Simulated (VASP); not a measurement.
K3TaO3:

```
K Ta O
1.0
     6.35446    0.00000    0.00000
    -3.17723    5.50312    0.00000
     0.00000    0.00000    5.12846
K Ta O
3 1 3
Direct
  0.50000 0.00000 0.50000
  0.00000 0.50000 0.50000
  0.50000 0.50000 0.50000
  0.00000 0.00000 0.50000
  0.50000 0.00000 0.00000
  0.00000 0.50000 0.00000
  0.50000 0.50000 0.00000
```

The cell was built from a structure type or drawn by symmetry, and may not be a known phase.

```yaml
Program: VASP 6.6.1
Task: relaxation of cell and atoms
Functional: PBE
Potentials_or_basis: VASP PAW PBE potentials, release 64 (K_sv, Ta_pv, O)
Cutoff: 600 eV
k_mesh: 2 × 2 × 3
Occupations: gaussian, width 0.15 eV
Spin: no spin polarisation
```

At the start: pressure 0.3 GPa; volume 25.62 Å³/atom.

Task: Where does the relaxation end?

Result: Over 11 steps the energy falls by 231.3 meV/atom and the volume is 32.84 Å³/atom (+28.2 %); space group P6/mmm (No. 191, to 0.1 Å) before and after.

Step by step:
| step | energy change (eV) | largest force (eV/Å) | pressure (GPa) | volume (Å³) |
| --- | --- | --- | --- | --- |
| 1 | 0.0000 | 0.0000 | 0.25 | 179.34 |
| 2 | -0.8081 | 0.0000 | 1.89 | 179.64 |
| 3 | -1.0507 | 0.0000 | 2.70 | 178.75 |
| 4 | 0.7321 | 0.0000 | 12.93 | 173.66 |
| 5 | -1.0813 | 0.0000 | 2.76 | 178.49 |
| 6 | -0.8843 | 0.0000 | 5.92 | 176.55 |
| 7 | -1.1122 | 0.0000 | 3.00 | 178.11 |
| 8 | -1.0806 | 0.0000 | 4.21 | 177.40 |
| 9 | -1.1162 | 0.0000 | 3.40 | 177.85 |
| 10 | -1.4138 | 0.0000 | 1.91 | 195.93 |
| 11 | -1.6191 | 0.0000 | -0.02 | 229.85 |

Final structure:
```xyz
7
Lattice="7.7248 0.0000 0.0000 -3.8624 6.6899 0.0000 0.0000 0.0000 4.4478" Properties=species:S:1:pos:R:3 pbc="T T T"
K     3.8624    0.0000    2.2239
K     5.7936    3.3449    2.2239
K     1.9312    3.3449    2.2239
Ta    7.7248    0.0000    2.2239
O     3.8624    0.0000    4.4478
O    -1.9312    3.3449    0.0000
O     1.9312    3.3449    4.4478
```

Caveat: the k points lie up to 0.47 Å⁻¹ apart in the final cell; the volume moved by over 15 % at a fixed basis, so the end points are rough.
